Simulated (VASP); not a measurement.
Write the native input for VASP 6.6.1 that does the following.

```
Task                   : single point
Functional             : LDA
Potentials or basis    : VASP PAW LDA potentials, release 64 (Al, Fe)
Cutoff                 : 520 eV
k mesh                 : 7 × 7 × 9
Occupations            : methfessel-paxton, width 0.1 eV
Spin                   : collinear spin, ferromagnetic start
Starting moments       : [0.0, 3.5, 3.5] μB
Dipole correction      : no
Further INCAR settings : ALGO = Normal; EDIFF = 1e-07; NBANDS = 20
```

The structure of AlFe2 lies in POSCAR:

```
AlFe2
1.0
    4.0215789345      0.0000000000      0.0000000000
   -2.0107894672      3.4827900121      0.0000000000
    0.0000000000      0.0000000000      2.4822431475
Al Fe
1 2
Direct
    0.0000000000      0.0000000000      0.0000000000
    0.3333333333      0.6666666667      0.5000000000
    0.6666666667      0.3333333333      0.5000000000
```

These files were run (other wordings do the same):

INCAR

```
ALGO = Normal
EDIFF = 1E-7
ENCUT = 520
GGA = CA
ISIF = 2
ISMEAR = 1
ISPIN = 2
LASPH = T
LCHARG = F
LMAXMIX = 4
LORBIT = 11
LREAL = F
LWAVE = F
MAGMOM = 0 3.5 3.5
NBANDS = 20
NELM = 150
PREC = Accurate
SIGMA = 0.1
```

KPOINTS

```
k-points
0
Gamma
  7 7 9
```

Potentials or basis: VASP PAW LDA potentials, release 64 (Al, Fe).

Launch:

```console
$ cat potpaw_LDA.64/Al/POTCAR potpaw_LDA.64/Fe/POTCAR > POTCAR
$ mpirun -np 1 vasp_std > vasp.out
```

Results of the run:

```json
{
  "Pressure": "-5.7 GPa",
  "Net moment": "2.96 μB per cell",
  "Site moments": "Al -0.03; Fe +1.47 μB",
  "Valence electrons inside the program's atomic spheres": "Al 0.85; Fe 7.44"
}
```

Caveat: the stress differs along the axes, from -11 to 4 GPa.

It took 47 s on 1 thread of Intel(R) Xeon(R) Platinum 8259CL CPU @ 2.50GHz (Skylake/Cascade Lake), on a shared host, peak memory 0.16 GiB.
